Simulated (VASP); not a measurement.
Input of a VASP 6.6.1 run:

The input POSCAR:

```
MgS
1.0
    0.0000000000      2.6015177399      2.6015177399
    2.6015177399      0.0000000000      2.6015177399
    2.6015177399      2.6015177399      0.0000000000
Mg S
1 1
Direct
    0.0000000000      0.0000000000      0.0000000000
    0.5000000000      0.5000000000      0.5000000000
```

Contents of INCAR.step1:

```
SYSTEM = MgS
ALGO = Normal ; EDIFF = 1E-5
ENCUT = 520 ; GGA = PE
ISIF = 2 ; ISMEAR = 0
LASPH = .TRUE. ; LCHARG = .FALSE.
LREAL = .FALSE. ; LWAVE = .TRUE.
NBANDS = 11 ; NELM = 80
PREC = Accurate ; SIGMA = 0.01
```

File INCAR.step2:

```
SYSTEM = MgS
ALGO = Normal ; EDIFF = 1E-6
ENCUT = 520 ; GGA = PE
HFSCREEN = 0.2079 ; ISIF = 2
ISMEAR = 0 ; ISTART = 1
LASPH = .TRUE. ; LCHARG = .FALSE.
LHFCALC = .TRUE. ; LREAL = .FALSE.
LWAVE = .FALSE. ; NBANDS = 11
NELM = 80 ; PREC = Accurate
PRECFOCK = Normal ; SIGMA = 0.01
```

File KPOINTS:

```
k-points
0
G
  6 6 6
  0 0 0
```

Potentials or basis: VASP PAW PBE potentials, release 64 (Mg, S).

Launch:

```sh
$ cat potpaw_PBE.64/Mg/POTCAR potpaw_PBE.64/S/POTCAR > POTCAR
$ cp INCAR.step1 INCAR
$ mpirun -np 1 vasp_std > vasp.out
$ cp INCAR.step2 INCAR
$ mpirun -np 1 vasp_std > vasp.out
```

(1) What does it give for the band gap on the k mesh?

(2) What does it give for the pressure?

## Answers

(1) 3.75 eV (least direct gap 4.80 eV).

(2) -0.7 GPa.

Caveat: the PAW data sets were made with another functional, which shifts forces and pressure a little.
